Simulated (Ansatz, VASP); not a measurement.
# PbO2: VASP beside Ansatz

```xyz
6
Lattice="5.0820 0.0000 0.0000 0.0000 5.0820 0.0000 0.0000 0.0000 3.4428" Properties=species:S:1:pos:R:3 pbc="T T T"
Pb    0.0000    0.0000    0.0000
Pb    2.5410    2.5410    1.7214
O     1.5651    1.5651    0.0000
O     0.9759    4.1061    1.7214
O     3.5169    3.5169    0.0000
O     4.1061    0.9759    1.7214
```

Alike in both runs: task relaxation of cell and atoms; functional LDA; k mesh 8 × 8 × 10; occupations gaussian, width 0.1 eV; no spin polarisation.

|  | VASP | Ansatz |
| --- | --- | --- |
| version | VASP 6.6.1 | Ansatz 0.2.0 |
| potentials or method | VASP PAW LDA potentials, release 64 (Pb_d, O), cutoff 600 eV | scalar-relativistic, plane waves, PAW |
| valence electrons in the cell | 52 | 52 |

```tsv
	VASP	Ansatz	Ansatz less VASP
gap on the k mesh at the Fermi level, each at its own relaxed structure (eV)	none	none	-
relaxed volume (Å³/atom)	13.80	13.77	-0.023
relaxed cell length with the largest relative difference (Å)	3.394	3.390	-0.0046
```

LDA's correlation is that of Perdew and Zunger in VASP and of Perdew and Wang (1992) in Ansatz. A gap of «none» marks a metal or a gap that the smearing closes.

Spin-orbit coupling is off throughout.
